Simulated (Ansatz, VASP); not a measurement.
## Zr3S2: VASP beside Ansatz

```
Zr S
1.0
     3.09824    1.78877    5.96472
    -3.09824    1.78877    5.96472
     0.00000   -3.57753    5.96472
Zr S
6 4
Direct
  0.57445 0.92555 0.25000
  0.25000 0.57445 0.92555
  0.92555 0.25000 0.57445
  0.42555 0.07445 0.75000
  0.75000 0.42555 0.07445
  0.07445 0.75000 0.42555
  0.33977 0.33977 0.33977
  0.16023 0.16023 0.16023
  0.66023 0.66023 0.66023
  0.83977 0.83977 0.83977
```

Alike in both runs: functional PBE; k mesh 6 × 6 × 6; occupations gaussian, width 0.1 eV; no spin polarisation.

Ansatz relaxed the structure, and its values are those at the end. VASP's run is a single point on that final structure, the one shown.

```csv
,VASP,Ansatz
version,VASP 6.6.1,Ansatz 0.2.0
potentials or method,"VASP PAW PBE potentials, release 64 (Zr_sv, S), cutoff 520 eV","scalar-relativistic, plane waves, PAW"
valence electrons in the cell,96,96
```

|  | VASP | Ansatz | Ansatz less VASP |
| --- | --- | --- | --- |
| gap on the k mesh at the Fermi level (eV) | none | none | - |
| pressure (GPa) | 0.0 | 0.0 | -0.03 |

A gap of «none» marks a metal or a gap that the smearing closes.
